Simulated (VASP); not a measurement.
# W (a cell with a defect) in VASP: single point with PBE+D3(BJ)

Aim: the single point of W (a cell with a defect) with PBE+D3(BJ).

Everything below comes from runs of VASP 6.6.1. Logs are shortened: lines on timing, memory, paths and dates and some standing lists are left out, and cuts for length are marked.

**1. The cell of the first run**

The cell holds a defect, 15 atoms: a = 6.320 Å, b = 6.320 Å, c = 6.320 Å, α = 90.00°, β = 90.00°, γ = 90.00°.

**2. Single point, PBE+D3(BJ)**

File INCAR:

```
SYSTEM = W
ALGO = Normal
EDIFF = 1E-6
ENCUT = 520
GGA = PE
ISIF = 2
ISMEAR = 0
IVDW = 12
LASPH = .True.
LCHARG = .False.
LREAL = Auto
LWAVE = .False.
NBANDS = 118
NELM = 60
PREC = Accurate
SIGMA = 0.1
```

File KPOINTS:

```
k-points
0
Gamma
  3 3 3
  0 0 0
```

File POSCAR:

```
W
1.0
    6.3200000000      0.0000000000      0.0000000000
    0.0000000000      6.3200000000      0.0000000000
    0.0000000000      0.0000000000      6.3200000000
W
15
Direct
    0.0651164557     -0.0638014241     -0.0628639241
    0.5040113924      0.0033128165      0.0046833861
   -0.0039273734      0.4956223101      0.0040390823
   -0.0040903481      0.0028639241      0.4967087025
    0.2494071203      0.2480748418      0.2493382911
    0.4948670886      0.5044938291      0.0010419304
    0.4946971519     -0.0002860759      0.5058908228
    0.7526178797      0.2465912975      0.2478270570
   -0.0009656646      0.5039327532      0.5051231013
    0.2550931962      0.7439927215      0.2593511076
    0.2550920886      0.2582636076      0.7452278481
    0.4967031646      0.5025004747      0.5038406646
    0.7511697785      0.7500408228      0.2495268987
    0.7511851266      0.2481987342      0.7512715190
    0.7422215190      0.7443667722      0.7456500000
```

Potentials or basis: VASP PAW PBE potentials, release 64 (W_sv).

Command:

```
cat potpaw_PBE.64/W_sv/POTCAR > POTCAR
mpirun -np 1 vasp_std > vasp.out
```

OUTCAR:

```text
SYSTEM = W
   EDIFF = 1E-6
   ENCUT = 520
   GGA = PE
   ISIF = 2
   ISMEAR = 0
   IVDW = 12
   LASPH = .True.
   LREAL = Auto
   NELM = 60
   PREC = Accurate
 IVDW          = 12

 ion  position               nearest neighbor table
   1  0.065  0.936  0.937-  11 2.66  10 2.66  15 2.66   2 2.84   4 2.85   3 2.85   5 3.02  14 3.03
                            13 3.04   8 3.41
   2  0.504  0.003  0.005-   8 2.68   5 2.72  13 2.72  14 2.72  15 2.76  10 2.78  11 2.79   1 2.84
                             7 3.15   6 3.15   6 3.17   7 3.17
   3  0.996  0.496  0.004-   8 2.69  13 2.72  14 2.72   5 2.72  11 2.76  15 2.78  10 2.78   1 2.85
                             6 3.15   9 3.15   9 3.17   6 3.17
   4  0.996  0.003  0.497-   8 2.69  14 2.72  13 2.72   5 2.72  10 2.76  15 2.78  11 2.78   1 2.85
                             7 3.15   9 3.15   9 3.17   7 3.17
   5  0.249  0.248  0.249-   2 2.72   4 2.72   3 2.72   6 2.74   7 2.74  12 2.76   9 2.78   1 3.02
                            11 3.13  10 3.14   8 3.14   8 3.18  10 3.19  11 3.19
   6  0.495  0.504  0.001-  10 2.69  11 2.71  15 2.71   5 2.74  13 2.74  14 2.78   8 2.78  12 3.14
                             3 3.15   2 3.15   2 3.17   3 3.17  12 3.18
   7  0.495  1.000  0.506-  11 2.69  10 2.71  15 2.71   5 2.74  14 2.74  13 2.78   8 2.78  12 3.14
                             4 3.15   2 3.15   4 3.17   2 3.17  12 3.18
   8  0.753  0.247  0.248-   2 2.68   4 2.69   3 2.69   9 2.78   6 2.78   7 2.78  12 2.80  13 3.14
                            14 3.14   5 3.14   5 3.18  14 3.18  13 3.18   1 3.41
   9  0.999  0.504  0.505-  15 2.69  11 2.71  10 2.71  13 2.74  14 2.74   8 2.78   5 2.78  12 3.15
                             3 3.15   4 3.15   4 3.17   3 3.17  12 3.17
  10  0.255  0.744  0.259-  12 2.65   1 2.66   6 2.69   7 2.71   9 2.71   4 2.76   3 2.78   2 2.78
                             5 3.14  13 3.14  13 3.19   5 3.19
  11  0.255  0.258  0.745-  12 2.65   1 2.66   7 2.69   6 2.71   9 2.71   3 2.76   4 2.78   2 2.79
                             5 3.13  14 3.14  14 3.19   5 3.19
  12  0.497  0.503  0.504-  11 2.65  10 2.65  15 2.66  14 2.76   5 2.76  13 2.76   8 2.80   6 3.14
                             7 3.14   9 3.15   9 3.17   7 3.18   6 3.18
  13  0.751  0.750  0.250-   4 2.72   3 2.72   2 2.72   9 2.74   6 2.74  12 2.76   7 2.78   1 3.04
                            10 3.14  15 3.14   8 3.14   8 3.18  15 3.19  10 3.19
  14  0.751  0.248  0.751-   4 2.72   3 2.72   2 2.72   9 2.74   7 2.74  12 2.76   6 2.78   1 3.03
                            11 3.14  15 3.14   8 3.14   8 3.18  15 3.18  11 3.19
  15  0.742  0.744  0.746-  12 2.66   1 2.66   9 2.69   6 2.71   7 2.71   2 2.76   3 2.78   4 2.78
                            13 3.14  14 3.14  14 3.18  13 3.19

  LATTYP: Found a simple cubic cell.
 ALAT       =     6.3200000000

  Lattice vectors:

 A1 = (   6.3200000000,   0.0000000000,   0.0000000000)
 A2 = (   0.0000000000,   6.3200000000,   0.0000000000)
 A3 = (   0.0000000000,   0.0000000000,   6.3200000000)

Analysis of symmetry for initial positions (statically):
=====================================================================
 Subroutine PRICEL returns:
 Original cell was already a primitive cell.
[... 165 lines left out ...]
   IVDW    =    12    specifies the selected vdW correction
   LEPSILON=     F    determine dielectric tensor
   LRPA    =     F    only Hartree local field effects (RPA)
 non-spin polarized calculation
 Gauss-broadening in eV      SIGMA  =   0.10
  energy-cutoff  :      520.00
  volume of cell :      252.44
 maximum number of plane-waves:      6859
   NGX = 23   NGY = 23   NGZ = 23

 number of electron     210.0000010 magnetization

 Free energy of the ion-electron system (eV)
  ---------------------------------------------------
  ext. energy  EPLUGINS =         0.00000000
  ---------------------------------------------------
  free energy    TOTEN  =      -189.69751762 eV

  energy without entropy =     -189.65181846  energy(sigma->0) =     -189.67466804

 E-fermi :  10.2746     XC(G=0): -13.2285

 val. band max:       10.2636028031   @ k =   0.3333   0.3333   0.3333
 cond. band min:      10.3089613638   @ k =   0.0000   0.0000   0.0000
 fundamental gap:      0.0453585607
 Fermi energy:        10.2745911278

 k-point     1 :       0.0000    0.0000    0.0000
  band No.  band energies     occupation
      1     -63.7846      2.00000
      2     -63.6189      2.00000
      3     -63.5586      2.00000
      4     -63.5539      2.00000
      5     -63.5453      2.00000
      6     -63.5448      2.00000
[... 1669 lines left out ...]
    116      12.4734      0.00000
    117      12.5365      0.00000
 [bands above 117 left out]

------------------------ aborting loop because EDIFF is reached ----------------------------------------

 Edisp (eV)   -9.80778

 E8    (eV) :    -5.0269

  FORCE on cell =-STRESS in cart. coord.  units (eV):
  Direction    XX          YY          ZZ          XY          YZ          ZX
  --------------------------------------------------------------------------------------
  -------------------------------------------------------------------------------------
  Total      -9.35715    -9.32455    -9.33819     3.14692    -3.12398     3.15498
  in kB     -59.38860   -59.18169   -59.26822    19.97308   -19.82750    20.02423
  external pressure =      -59.28 kB  Pullay stress =        0.00 kB

 VOLUME and BASIS-vectors are now :
 -----------------------------------------------------------------------------
  energy-cutoff  :      520.00
  volume of cell :      252.44
      direct lattice vectors                 reciprocal lattice vectors
     6.320000000  0.000000000  0.000000000     0.158227848  0.000000000  0.000000000
     0.000000000  6.320000000  0.000000000     0.000000000  0.158227848  0.000000000
     0.000000000  0.000000000  6.320000000     0.000000000  0.000000000  0.158227848

 POSITION                                       TOTAL-FORCE (eV/Angst)
 -----------------------------------------------------------------------------------
      0.41154      5.91677      5.92270        -1.269303      1.199078      1.209546
      3.18535      0.02094      0.02960         0.066483     -0.109590     -0.115031
      6.29518      3.13233      0.02553         0.114756     -0.064955     -0.087874
      6.29415      0.01810      3.13920         0.124886     -0.092651     -0.057256
      1.57625      1.56783      1.57582         0.080331     -0.076906     -0.081822
      3.12756      3.18840      0.00659         0.159564     -0.141884      0.031021
      3.12649      6.31819      3.19723         0.163274      0.030243     -0.145163
      4.75654      1.55846      1.56627         0.104067     -0.095080     -0.097165
      6.31390      3.18486      3.19238        -0.011685     -0.135548     -0.135117
      1.61219      4.70203      1.63910         0.121663     -0.109350     -0.180284
      1.61218      1.63223      4.70984         0.121667     -0.184628     -0.106709
      3.13916      3.17580      3.18427        -0.059214      0.084285      0.073915
      4.74739      4.74026      1.57701         0.069475     -0.092210     -0.087503
      4.74749      1.56862      4.74804         0.070784     -0.080773     -0.090828
      4.69084      4.70440      4.71251         0.143252     -0.130032     -0.129730
 -----------------------------------------------------------------------------------
    total drift:                                0.002695      0.000054      0.000061

  FREE ENERGIE OF THE ION-ELECTRON SYSTEM (eV)
  ---------------------------------------------------
  free  energy   TOTEN  =      -199.5052984046 eV

  energy  without entropy=     -199.4595992494  energy(sigma->0) =     -199.48244883
```

OSZICAR:

```text
N       E                     dE             d eps       ncg     rms          rms(c)
DAV:   1     0.323797915047E+04    0.32380E+04   -0.12093E+05  3304   0.210E+03
DAV:   2     0.722733051156E+02   -0.31657E+04   -0.31154E+04  3304   0.707E+02
DAV:   3    -0.182478657961E+03   -0.25475E+03   -0.24081E+03  3834   0.172E+02
DAV:   4    -0.198300638897E+03   -0.15822E+02   -0.15085E+02  3936   0.339E+01
DAV:   5    -0.198947045146E+03   -0.64641E+00   -0.63679E+00  3968   0.628E+00    0.764E+01
DAV:   6    -0.191778942108E+03    0.71681E+01   -0.14965E+01  4040   0.184E+01    0.311E+01
DAV:   7    -0.191742697176E+03    0.36245E-01   -0.23646E+01  4216   0.186E+01    0.741E+00
DAV:   8    -0.189733675816E+03    0.20090E+01   -0.59861E+00  3988   0.859E+00    0.234E+00
DAV:   9    -0.189717203601E+03    0.16472E-01   -0.46321E-01  4048   0.351E+00    0.147E+00
DAV:  10    -0.189706095413E+03    0.11108E-01   -0.12420E-01  4256   0.199E+00    0.704E-01
DAV:  11    -0.189698141442E+03    0.79540E-02   -0.41283E-02  4120   0.115E+00    0.320E-01
DAV:  12    -0.189697517574E+03    0.62387E-03   -0.66630E-03  4352   0.454E-01    0.133E-01
DAV:  13    -0.189697549895E+03   -0.32321E-04   -0.96231E-04  4184   0.169E-01    0.812E-02
DAV:  14    -0.189697537323E+03    0.12572E-04   -0.17612E-04  4216   0.815E-02    0.458E-02
DAV:  15    -0.189697520551E+03    0.16773E-04   -0.47627E-05  4216   0.428E-02    0.122E-02
DAV:  16    -0.189697518534E+03    0.20170E-05   -0.96683E-06  3768   0.181E-02    0.522E-03
DAV:  17    -0.189697517619E+03    0.91531E-06   -0.18967E-06  2328   0.922E-03
   1 F= -.19950530E+03 E0= -.19948245E+03  d E =-.456992E-01
```

stdout:

```text
POSCAR found type information on POSCAR W
 POSCAR found :  1 types and      15 ions
 scaLAPACK will be used
 LDA part: xc-table for (Slater+PW92), standard interpolation
 POSCAR, INCAR and KPOINTS ok, starting setup
 FFT: planning ... GRIDC
 FFT: planning ... GRID_SOFT
 FFT: planning ... GRID
 WAVECAR not read
 entering main loop
```

Run time: 20 min. Hardware: 1 thread of Intel Xeon 8259CL, shared host; peak memory 0.48 GiB.

What came out:

* Free energy: -199.5053 eV
* Pressure: -5.9 GPa
* Largest force: 2.124 eV/Å
* Band gap on the k mesh: zero (bands 105 and 106 overlap by 0.17 eV)
* Dispersion energy per atom: -0.654 eV

Forces on the atoms (eV/Å):
```
W   -1.269  1.199  1.210
W    0.066 -0.110 -0.115
W    0.115 -0.065 -0.088
W    0.125 -0.093 -0.057
W    0.080 -0.077 -0.082
W    0.160 -0.142  0.031
W    0.163  0.030 -0.145
W    0.104 -0.095 -0.097
W   -0.012 -0.136 -0.135
W    0.122 -0.109 -0.180
W    0.122 -0.185 -0.107
W   -0.059  0.084  0.074
W    0.069 -0.092 -0.088
W    0.071 -0.081 -0.091
W    0.143 -0.130 -0.130
```

Caveat: spin-orbit coupling is left out, which moves the levels of the heavy elements.

The gap in the log of VASP goes by the Fermi energy; the results here count the filled bands.